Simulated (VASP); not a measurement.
# Ta2C (P-3m1) in VASP: single point with LDA

Aim: the single point of Ta2C with LDA.

Program: VASP 6.6.1. These are calculated values, not measurements. Logs are shortened: lines on timing, memory, paths and dates and some standing lists are left out, and cuts for length are marked.

### Step 1. The cell of the first run

It takes space group P-3m1 (No. 164, trigonal). Conventional cell: a = 3.076 Å, b = 3.076 Å, c = 4.892 Å, α = 90.00°, β = 90.00°, γ = 120.00°. Within 3.1 Å of Ta (site symmetry 3m) lie 3 C at 2.17 Å and 12 Ta at 3.00 to 3.08 Å. Within 2.9 Å of C (site symmetry -3m) lie 6 Ta at 2.17 Å.

### Step 2. Single point, LDA

File POSCAR:

```
Ta2C
1.0
    3.0758449693      0.0000000000      0.0000000000
   -1.5379224847      2.6637598815      0.0000000000
    0.0000000000      0.0000000000      4.8920151884
Ta C
2 1
Direct
    0.3333333333      0.6666666667      0.2531657425
    0.6666666667      0.3333333333      0.7468342575
    0.0000000000      0.0000000000      0.0000000000
```

File INCAR.step1:

```
PREC = Accurate
ENCUT = 520
EDIFF = 1E-6
ISMEAR = 0
SIGMA = 0.1
LREAL = F
LASPH = T
NELM = 120
ALGO = Normal
ISIF = 2
LWAVE = F
LCHARG = T
LMAXMIX = 4
NBANDS = 22
GGA_COMPAT = F
NEDOS = 2001
LORBIT = 11
```

File KPOINTS.step1:

```
regular mesh
0
Gamma
  15 15 10
```

File INCAR.step2:

```
PREC = Accurate
ENCUT = 520
EDIFF = 1E-6
ISMEAR = -5
SIGMA = 0.1
LREAL = F
LASPH = T
NELM = 120
ALGO = Normal
ISIF = 2
LWAVE = F
LCHARG = F
LMAXMIX = 4
LORBIT = 11
NEDOS = 1001
ICHARG = 11
GGA_COMPAT = F
```

File KPOINTS.step2:

```
regular mesh
0
Gamma
  23 23 15
```

Potentials or basis: VASP PAW LDA potentials, release 64 (Ta_sv_GW, C).

The run is started by

```sh
$ cat potpaw_LDA.64/Ta_sv_GW/POTCAR potpaw_LDA.64/C/POTCAR > POTCAR
$ cp INCAR.step1 INCAR
$ cp KPOINTS.step1 KPOINTS
$ mpirun -np 1 vasp_std > vasp.out
$ cp INCAR.step2 INCAR
$ cp KPOINTS.step2 KPOINTS
$ mpirun -np 1 vasp_std > vasp.out
```

OUTCAR:

```text
PREC = Accurate
   ENCUT = 520
   EDIFF = 1E-6
   ISMEAR = -5
   LREAL = F
   LASPH = T
   NELM = 120
   ISIF = 2
   LORBIT = 11
   ICHARG = 11

 ion  position               nearest neighbor table
   1  0.333  0.667  0.253-   3 2.17   3 2.17   3 2.17   2 3.00   2 3.00   2 3.00   2 3.05   2 3.05
                             2 3.05
   2  0.667  0.333  0.747-   3 2.17   3 2.17   3 2.17   1 3.00   1 3.00   1 3.00   1 3.05   1 3.05
                             1 3.05
   3  0.000  0.000  0.000-   1 2.17   2 2.17   2 2.17   1 2.17   2 2.17   1 2.17

  LATTYP: Found a hexagonal cell.
 ALAT       =     3.0758449693
 C/A-ratio  =     1.5904622103

  Lattice vectors:

 A1 = (   3.0758449693,   0.0000000000,   0.0000000000)
 A2 = (  -1.5379224847,   2.6637598815,   0.0000000000)
 A3 = (   0.0000000000,   0.0000000000,   4.8920151884)

Analysis of symmetry for initial positions (statically):
=====================================================================
 Subroutine PRICEL returns:
 Original cell was already a primitive cell.

 Routine SETGRP: Setting up the symmetry group for a
 hexagonal supercell.

 Subroutine GETGRP returns: Found 12 space group operations
 (whereof 12 operations were pure point group operations)
 out of a pool of 24 trial point group operations.

The static configuration has the point symmetry D_3d.

Analysis of symmetry for dynamics (positions and initial velocities):
=====================================================================
 Subroutine PRICEL returns:
 Original cell was already a primitive cell.

 Routine SETGRP: Setting up the symmetry group for a
 hexagonal supercell.

 Subroutine GETGRP returns: Found 12 space group operations
 (whereof 12 operations were pure point group operations)
 out of a pool of 24 trial point group operations.

The dynamic configuration has the point symmetry D_3d.

 Subroutine INISYM returns: Found 12 space group operations
 (whereof 12 operations are pure point group operations),
 and found     1 'primitive' translations

----------------------------------------------------------------------------------------

                                     Primitive cell

  volume of cell :      40.0818

  direct lattice vectors                    reciprocal lattice vectors
     3.075844969  0.000000000  0.000000000     0.325113915  0.187704606  0.000000000
    -1.537922485  2.663759881  0.000000000     0.000000000  0.375409213  0.000000000
[... 98 lines left out ...]
   TEBEG  =    0.0;   TEEND  =   0.0 temperature during run
   PSTRESS=    0.0 pullay stress
   NELECT =      30.0000    total number of electrons
   NUPDOWN=      -1.0000    fix difference up-down
   EMIN   =  10.00;   EMAX   =-10.00  energy-range for DOS
   EFERMI =   0.00;   METHOD = LEGACY
   ISMEAR =    -5;   SIGMA  =   0.10  broadening in eV -4-tet -1-fermi 0-gaus
   EFERMI_NEDOS =   21; number of points for ismear=-14 and -15
   IALGO  =     38    algorithm
   IMIX   =      4    mixing-type and parameters
     AMIX     =   0.40;   BMIX     =  1.00
     AMIX_MAG =   1.60;   BMIX_MAG =  1.00
  volume/ion in A,a.u.               =      13.36        90.16
  Fermi-wavevector in a.u.,A,eV,Ry     =   1.486390  2.808870 30.060108  2.209356
  Thomas-Fermi vector in A             =   2.599682
   LORBIT       =     11    0 simple, 1 ext, 2 COOP (PROOUT), +10 PAW based schemes
   GGA     = CA    functional components
   LHFCALC =     F    Hartree Fock is set to
   AEXX    =    0.0000 exact exchange contribution
   IVDW    =     0    specifies the selected vdW correction
   LEPSILON=     F    determine dielectric tensor
   LRPA    =     F    only Hartree local field effects (RPA)
 non-spin polarized calculation
 Fermi weights with tetrahedron method with Bloechl corrections
  energy-cutoff  :      520.00
  volume of cell :       40.08
 maximum number of plane-waves:      1092
 NGX is ok and might be reduce to    24

 number of electron      30.0000002 magnetization

 Free energy of the ion-electron system (eV)
  ---------------------------------------------------
  ext. energy  EPLUGINS =         0.00000000
  ---------------------------------------------------
  free energy    TOTEN  =       -42.67298827 eV

  energy without entropy =      -42.67298827  energy(sigma->0) =      -42.67298827

 E-fermi :  11.0416     XC(G=0): -13.5203

 val. band max:       11.0576548287   @ k =   0.1304   0.0000   0.1333
 cond. band min:      10.9096916697   @ k =  -0.1304  -0.4783   0.4667
 fundamental gap:     -0.1479631590
 Fermi energy:        11.0416196973

 k-point     1 :       0.0000    0.0000    0.0000
  band No.  band energies     occupation
      1     -56.3616      2.00000
      2     -56.2814      2.00000
      3     -23.6121      2.00000
      4     -22.8404      2.00000
      5     -22.8404      2.00000
      6     -22.7151      2.00000
[... 505 lines left out ...]
      6     -22.8259      2.00000
[... 11 lines left out ...]
     18      12.2661      0.00000
     19      14.2079      0.00000

 [... further k-points ...]

------------------------ aborting loop because EDIFF is reached ----------------------------------------

  FORCE on cell =-STRESS in cart. coord.  units (eV):
  Direction    XX          YY          ZZ          XY          YZ          ZX
  --------------------------------------------------------------------------------------
  -------------------------------------------------------------------------------------
  Total        0.1169344      0.1169344      0.1717849     -0.0000000      0.0000000      0.0000000
  in kB        4.6741826      4.6741826      6.8667031     -0.0000000      0.0000000      0.0000000
  external PRESSURE =       5.4050228 kB  Pullay stress =       0.0000000 kB

 VOLUME and BASIS-vectors are now :
 -----------------------------------------------------------------------------
  energy-cutoff  :      520.00
  volume of cell :       40.08
      direct lattice vectors                 reciprocal lattice vectors
     3.075844969  0.000000000  0.000000000     0.325113915  0.187704606  0.000000000
    -1.537922485  2.663759881  0.000000000     0.000000000  0.375409213  0.000000000
     0.000000000  0.000000000  4.892015188     0.000000000  0.000000000  0.204414737

 POSITION                                       TOTAL-FORCE (eV/Angst)
 -----------------------------------------------------------------------------------
     -0.00000      1.77584      1.23849         0.000000     -0.000000      0.043905
      1.53792      0.88792      3.65352        -0.000000      0.000000     -0.043905
      0.00000      0.00000      0.00000         0.000000      0.000000      0.000000
 -----------------------------------------------------------------------------------
    total drift:                               -0.000000      0.000000      0.000000

  FREE ENERGIE OF THE ION-ELECTRON SYSTEM (eV)
  ---------------------------------------------------
  free  energy   TOTEN  =       -42.6729882742 eV

  energy  without entropy=      -42.6729882742  energy(sigma->0) =      -42.67298827

 total charge

# of ion       s       p       d       f       tot
--------------------------------------------------
    1        3.432   6.059   2.361   0.063  11.915
    2        3.432   6.059   2.361   0.063  11.915
    3        0.877   1.609   0.000   0.000   2.486
--------------------------------------------------
tot          7.741  13.727   4.722   0.126  26.316
```

OUTCAR.step1:

```text
PREC = Accurate
   ENCUT = 520
   EDIFF = 1E-6
   ISMEAR = 0
   LREAL = F
   LASPH = T
   NELM = 120
   ISIF = 2
[... 830 lines left out ...]
    total drift:                                0.000000     -0.000000     -0.000000

  FREE ENERGIE OF THE ION-ELECTRON SYSTEM (eV)
  ---------------------------------------------------
  free  energy   TOTEN  =       -42.6756243512 eV

  energy  without entropy=      -42.6731883823  energy(sigma->0) =      -42.67440637

 total charge

# of ion       s       p       d       f       tot
--------------------------------------------------
    1        3.432   6.059   2.360   0.063  11.915
    2        3.432   6.059   2.360   0.063  11.915
    3        0.877   1.609   0.000   0.000   2.487
--------------------------------------------------
tot          7.742  13.728   4.720   0.127  26.316
```

Wall time 2.6 min (1 thread of Intel Xeon 6975P-C (Granite Rapids), shared host); peak memory 0.65 GiB.

Results:

* Valence electrons inside the program's atomic spheres: Ta 11.91; C 2.49

Caveat: spin-orbit coupling is left out, which moves the levels of the heavy elements.
